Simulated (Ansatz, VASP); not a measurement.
**One calculation of SiC, two programs**

```xyz
8
Lattice="4.3797 0.0000 0.0000 0.0000 -4.3797 0.0000 0.0000 0.0000 -4.3797" Properties=species:S:1:pos:R:3 pbc="T T T"
Si    0.0231   -0.0231   -0.0231
Si    2.1899   -2.1899    0.0000
Si    2.1899    0.0000   -2.1899
Si    0.0000   -2.1899   -2.1899
C     3.2848   -3.2848   -3.2848
C     1.0949   -1.0949   -3.2848
C     1.0949   -3.2848   -1.0949
C     3.2848   -1.0949   -1.0949
```

Alike in both runs: task single point; functional PBE; k mesh 6 × 6 × 6; occupations gaussian, width 0.05 eV; no spin polarisation.

```csv
,VASP,Ansatz
version,VASP 6.6.1,Ansatz 0.2.0
potentials or method,"VASP PAW PBE potentials, release 64 (Si, C), cutoff 520 eV","scalar-relativistic, plane waves, PAW"
valence electrons in the cell,32,32
```

VASP gave:

* gap on the k mesh at the Fermi level (eV): 1.19
* least direct gap on the mesh (eV): 1.19
* pressure (GPa): 0.0
* traceless stress, the component that is largest in VASP (GPa): 0.29
* rms of the force components (eV/Å): 0.223

What did Ansatz give for the same quantities?

gap on the k mesh at the Fermi level (eV): 1.19; least direct gap on the mesh (eV): 1.19; pressure (GPa): 0.1; traceless stress, the component that is largest in VASP (GPa): 0.29; rms of the force components (eV/Å): 0.223.

Atom by atom the forces differ by 0.000 eV/Å (rms over components).
